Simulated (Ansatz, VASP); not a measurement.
**Al2P3 in VASP and in Ansatz**

```
Al P
1.0
     4.33506    0.00000    0.00000
     0.00000    4.33506    0.00000
     0.00000    0.00000    4.83552
Al P
2 3
Direct
  0.50000 0.00000 0.00000
  0.00000 0.50000 0.00000
  0.50000 0.00000 0.50000
  0.00000 0.50000 0.50000
  0.00000 0.00000 0.00000
```

Alike in both runs: task single point; functional PBE; k mesh 4 × 4 × 4; occupations gaussian, width 0.1 eV; no spin polarisation.

```csv
,VASP,Ansatz
version,VASP 6.6.1,Ansatz 0.2.0
potentials or method,"VASP PAW PBE potentials, release 64 (Al, P), cutoff 520 eV","scalar-relativistic, plane waves, PAW"
valence electrons in the cell,21,21
```

VASP gave:

* gap on the k mesh at the Fermi level (eV): none
* pressure (GPa): 9.8
* traceless stress, the component that is largest in VASP (GPa): -5.52

Q: What did Ansatz give for the same quantities?

A: gap on the k mesh at the Fermi level (eV): none; pressure (GPa): 9.8; traceless stress, the component that is largest in VASP (GPa): -5.59.

A gap of «none» marks a metal or a gap that the smearing closes. With one functional, cell and mesh, what is left measures potentials, basis and numerics.

The k mesh is coarse, so the values compare programs but aren't converged.
